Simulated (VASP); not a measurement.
The system is InH3.

```xyz
4
Lattice="3.5144 0.0000 0.0000 -1.7572 3.0435 0.0000 0.0000 0.0000 5.4296" Properties=species:S:1:pos:R:3 pbc="T T T"
In    0.0000    0.0000    0.0000
H     1.7572    0.0000    2.7148
H    -0.8786    1.5218    2.7148
H     0.8786    1.5218    2.7148
```

The cell was built from a structure type or drawn by symmetry, and may not be a known phase.

| Quantity | Value |
| --- | --- |
| Program | VASP 6.6.1 |
| Task | relaxation of cell and atoms |
| Functional | PBE |
| Potentials or basis | VASP PAW PBE potentials, release 64 (In_d, H) |
| Cutoff | 600 eV |
| k mesh | 6 × 6 × 4 |
| Occupations | gaussian, width 0.1 eV |
| Spin | no spin polarisation |

At the start: pressure -8.8 GPa; volume 14.52 Å³/atom.

Task: How do energy, volume and symmetry change on relaxing?

Result: Over 11 steps the energy falls by 229.3 meV/atom and the volume is 9.65 Å³/atom (-33.6 %); space group P6/mmm (No. 191, to 0.1 Å) before and after.

Step by step:
```csv
step,energy change (eV),largest force (eV/Å),pressure (GPa),volume (Å³)
1,0.0000,0.0000,-8.84,58.08
2,-0.4024,0.0000,-8.28,51.58
3,-0.8495,0.0000,6.48,34.88
4,-0.8701,0.0000,-1.95,39.89
5,-0.8910,0.0000,-0.40,38.27
6,-0.8956,0.0000,1.31,37.11
7,-0.8956,0.0000,0.67,37.47
8,-0.9104,0.0000,0.94,37.66
9,-0.9130,0.0000,1.29,37.76
10,-0.9130,0.0000,1.37,37.78
11,-0.9171,0.0000,0.30,38.59
```

Final structure:
```cif
data_structure
_symmetry_space_group_name_H-M 'P 1'
_symmetry_Int_Tables_number 1
_cell_length_a 2.9104
_cell_length_b 2.9104
_cell_length_c 5.2604
_cell_angle_alpha 90.000
_cell_angle_beta 90.000
_cell_angle_gamma 120.000
_cell_volume 38.59
loop_
_atom_site_label
_atom_site_type_symbol
_atom_site_fract_x
_atom_site_fract_y
_atom_site_fract_z
_atom_site_occupancy
In1 In 0.00000 0.00000 0.00000 1
H1 H 0.50000 0.00000 0.50000 1
H2 H 0.00000 0.50000 0.50000 1
H3 H 0.50000 0.50000 0.50000 1
```

Caveat: the volume moved by over 15 % at a fixed basis, so the end points are rough.
